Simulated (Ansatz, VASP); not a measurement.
**Be2Tl in VASP and in Ansatz**

File INCAR:

```
SYSTEM = Be2Tl
ALGO = Normal ; EDIFF = 1E-6
EDIFFG = -0.04 ; ENCUT = 600
GGA = PE ; IBRION = 2
ISIF = 3 ; ISMEAR = 0
LASPH = .TRUE. ; LCHARG = .FALSE.
LREAL = .FALSE. ; LWAVE = .FALSE.
NELM = 80 ; NSW = 90
PREC = Accurate ; SIGMA = 0.1
```

KPOINTS

```
k-points
0
G
  4 4 6
  0 0 0
```

The input POSCAR:

```
Be2Tl
1.0
    5.0577715991      0.0000000000      0.0000000000
    0.0000000000      5.0577715991      0.0000000000
    0.0000000000      0.0000000000      3.6248816996
Be Tl
4 2
Direct
    0.7179124613      0.2820875387      0.2820875387
    0.2820875387      0.7179124613      0.2820875387
    0.2179124613      0.2179124613      0.7820875387
    0.7820875387      0.7820875387      0.7820875387
    0.0000000000      0.0000000000      0.3333333333
    0.5000000000      0.5000000000      0.8333333333
```

Input for Ansatz:

```yaml
crystal:
  lattice:
    - [5.0577715991, 0.0, 0.0]
    - [0.0, 5.0577715991, 0.0]
    - [0.0, 0.0, 3.6248816996]
  atoms:
    - { symbol: Be, position: [0.7179124613, 0.2820875387, 0.2820875387] }
    - { symbol: Be, position: [0.2820875387, 0.7179124613, 0.2820875387] }
    - { symbol: Be, position: [0.2179124613, 0.2179124613, 0.7820875387] }
    - { symbol: Be, position: [0.7820875387, 0.7820875387, 0.7820875387] }
    - { symbol: Tl, position: [0.0, 0.0, 0.3333333333] }
    - { symbol: Tl, position: [0.5, 0.5, 0.8333333333] }
basis:
  ecutwfc: 420
kpoints:
  mp_grid: { grid: [4, 4, 6] }
hamiltonian:
  xc: pbe
scf:
  occupations: { method: gaussian, width: 0.1 }
  lower_state_search: "off"
output:
  forces: true
  stress: true
  eigenvalues: true
relax:
  adjacent_minimum: "off"
  f_tol: 0.04
  max_steps: 70
  cell: { stress_tol: 0.4 }
```

Alike in both runs: task relaxation of cell and atoms; functional PBE; k mesh 4 × 4 × 6; occupations gaussian, width 0.1 eV; no spin polarisation.

|  | VASP | Ansatz |
| --- | --- | --- |
| version | VASP 6.6.1 | Ansatz 0.2.0 |
| potentials or method | VASP PAW PBE potentials, release 64 (Be, Tl_d), cutoff 600 eV | scalar-relativistic, plane waves, PAW |
| valence electrons in the cell | 34 | 34 |

Ansatz gave:

| Item | Value |
| --- | --- |
| gap on the k mesh at the Fermi level, each at its own relaxed structure (eV) | none |
| relaxed volume (Å³/atom) | 18.27 |
| relaxed cell length with the largest relative difference (Å) | 4.996 |

Task: Which values does VASP return?

Result: gap on the k mesh at the Fermi level, each at its own relaxed structure (eV): none; relaxed volume (Å³/atom): 18.31; relaxed cell length with the largest relative difference (Å): 5.002.

A gap of «none» marks a metal or a gap that the smearing closes.

Neither program's run includes spin-orbit coupling. Noted on VASP's run: the volume moved by over 15 % at a fixed basis, so the end points are rough.
